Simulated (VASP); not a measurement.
WS2, 3 atoms in the cell. The cell holds a slab with vacuum, 3 atoms: a = 3.184 Å, b = 3.184 Å, c = 16.951 Å, α = 90.00°, β = 90.00°, γ = 120.00°.  This cell differs from its parent crystal: atom 2 (S) moved by (-0.300, -0.300) A along [1 1 0] and z.

- Program: VASP 6.6.1
- Task: single point
- Functional: LDA
- Potentials or basis: VASP PAW LDA potentials, release 64 (W_sv, S)
- Cutoff: 500 eV
- k mesh: 12 × 12 × 2
- Occupations: gaussian, width 0.05 eV
- Spin: no spin polarisation
- Dipole correction: no
- Further INCAR settings: ALGO = Normal; EDIFF = 1e-06; NBANDS = 20

Potentials or basis: VASP PAW LDA potentials, release 64 (W_sv, S).

The run is started by

```console
$ cat potpaw_LDA.64/W_sv/POTCAR potpaw_LDA.64/S/POTCAR > POTCAR
$ mpirun -np 1 vasp_std > vasp.out
```

Hardware: 1 thread of Oxide Virtual Turin-like Processor (shared host).

Q: How long does it take, and how much memory?

A: Wall time 8.9 min on 1 thread of Oxide Virtual Turin-like Processor, on a shared host, peak memory 0.45 GiB. Counts: scf iterations 23, k points 148.
